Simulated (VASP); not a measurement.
Write the native input for VASP 6.6.1 that does the following.

* Task: relaxation of cell and atoms
* Functional: PBE
* Potentials or basis: VASP PAW PBE potentials, release 64 (Zn, H_h)
* Cutoff: 1230 eV
* k mesh: 6 × 6 × 6
* Occupations: gaussian, width 0.1 eV
* Spin: no spin polarisation
* Dipole correction: no
* Further INCAR settings: ALGO = Normal; EDIFF = 1e-07; IBRION = 2; EDIFFG = -0.04; NSW = 90; ISIF = 3

The structure of ZnH2 lies in POSCAR:

```
ZnH2
1.0
    2.8749536780      0.0000000000      0.0000000000
    0.0000000000      2.8749536780      0.0000000000
    0.0000000000      0.0000000000      3.6148001656
Zn H
1 2
Direct
    0.0000000000      0.0000000000      0.5000000000
    0.0000000000      0.5000000000      0.7509055336
    0.5000000000      0.0000000000      0.2490944664
```

These files were run (other wordings do the same):

INCAR

```
SYSTEM = ZnH2
ALGO = Normal
EDIFF = 1E-7
EDIFFG = -0.04
ENCUT = 1230
GGA = PE
GGA_COMPAT = .False.
IBRION = 2
ISIF = 3
ISMEAR = 0
LASPH = .True.
LCHARG = .False.
LREAL = .False.
LWAVE = .False.
NELM = 120
NELMIN = 4
NSW = 90
PREC = Accurate
SIGMA = 0.1
```

KPOINTS

```
k-points
0
Gamma
  6 6 6
  0 0 0
```

Potentials or basis: VASP PAW PBE potentials, release 64 (Zn, H_h).

The run is started by

```sh
$ cat potpaw_PBE.64/Zn/POTCAR potpaw_PBE.64/H_h/POTCAR > POTCAR
$ mpirun -np 1 vasp_std > vasp.out
```

It gave:

- Relaxed volume: 12.04 Å³/atom
- Relaxed cell: a = 2.825 Å, b = 2.825 Å, c = 4.527 Å, α = 90.00°, β = 90.00°, γ = 90.00°
- Space group after relaxing (to 0.1 Å): P-4m2 (No. 115)
- Energy gained by relaxing: 22.8 meV/atom
- Ionic steps: 12
- Pressure after relaxing: 0.1 GPa
- Largest force after relaxing: 0.038 eV/Å
- Band gap on the k mesh: 2.66 eV (least direct gap 4.55 eV)

Caveat: the volume moved by over 15 % at a fixed basis, so the end points are rough.

Wall time 4.9 min on 1 thread of Intel(R) Xeon(R) Platinum 8259CL CPU @ 2.50GHz (Skylake/Cascade Lake), with other jobs on the host, peak memory 0.25 GiB.
